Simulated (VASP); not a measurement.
A run of VASP 6.6.1 is set up as follows.

File INCAR:

```
PREC = Accurate
ENCUT = 520
EDIFF = 1E-6
ISMEAR = -1
SIGMA = 0.05
LREAL = False
LASPH = True
NELM = 60
ALGO = Normal
ISIF = 2
LWAVE = False
LCHARG = False
GGA = CA
NBANDS = 20
```

Contents of KPOINTS:

```
regular mesh
0
Gamma
  10 10 10
```

Contents of POSCAR:

```
WS2
1.0
    1.5894572584      0.9176735760      6.2041512999
   -1.5894572584      0.9176735760      6.2041512999
    0.0000000000     -1.8353471520      6.2041512999
W S
1 2
Direct
    0.0000000000      0.0000000000      0.0000000000
    0.5810000000      0.5810000000      0.5810000000
    0.7503000000      0.7503000000      0.7503000000
```

Potentials or basis: VASP PAW LDA potentials, release 64 (W_sv, S).

The run is started by

```sh
$ cat potpaw_LDA.64/W_sv/POTCAR potpaw_LDA.64/S/POTCAR > POTCAR
$ mpirun -np 1 vasp_std > vasp.out
```

**Question.** Estimate the pressure.

**Answer.** -6.4 GPa.

**Question.** Estimate the band gap on the k mesh.

**Answer.** 1.01 eV, indirect (least direct gap 2.17 eV).

Stress tensor (GPa, compression positive):
```
-6.42  0.00  0.00
 0.00 -6.42  0.00
 0.00  0.00 -6.21
```

Caveat: spin-orbit coupling is left out, which moves the levels of the heavy elements. A k mesh can miss the band edges.
